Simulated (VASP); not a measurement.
BaS:

```
Ba S
1.0
     5.38186    0.00000    0.00000
    -2.69093    4.66082    0.00000
     0.00000    0.00000    6.38333
Ba S
2 2
Direct
  0.33333 0.66667 0.93750
  0.66667 0.33333 0.43750
  0.33333 0.66667 0.43750
  0.66667 0.33333 0.93750
```

Base run:

| Item | Value |
| --- | --- |
| Program | VASP 6.6.1 |
| Functional | PBE |
| Potentials or basis | VASP PAW PBE potentials, release 64 (Ba_sv, S) |
| Cutoff | 520 eV |
| k mesh | 6 × 6 × 4 |
| Occupations | gaussian, width 0.01 eV |
| Spin | no spin polarisation |

Its results: band gap on the k mesh 2.47 eV, indirect (least direct gap 2.61 eV); pressure 0.5 GPa.

Task: The run is repeated on the same cell with these changes: functional from PBE to r2SCAN. What comes out?

Result: Band gap on the k mesh 2.82 eV, indirect (least direct gap 2.97 eV); pressure 0.4 GPa.

r2SCAN gives the wider gap, since meta-GGAs in the generalised Kohn-Sham scheme recover part of the derivative discontinuity.

Caveats: spin-orbit coupling is left out, which moves the levels of the heavy elements; the PAW data sets were made with another functional, which shifts forces and pressure a little (some runs).

A k mesh can miss the band edges.
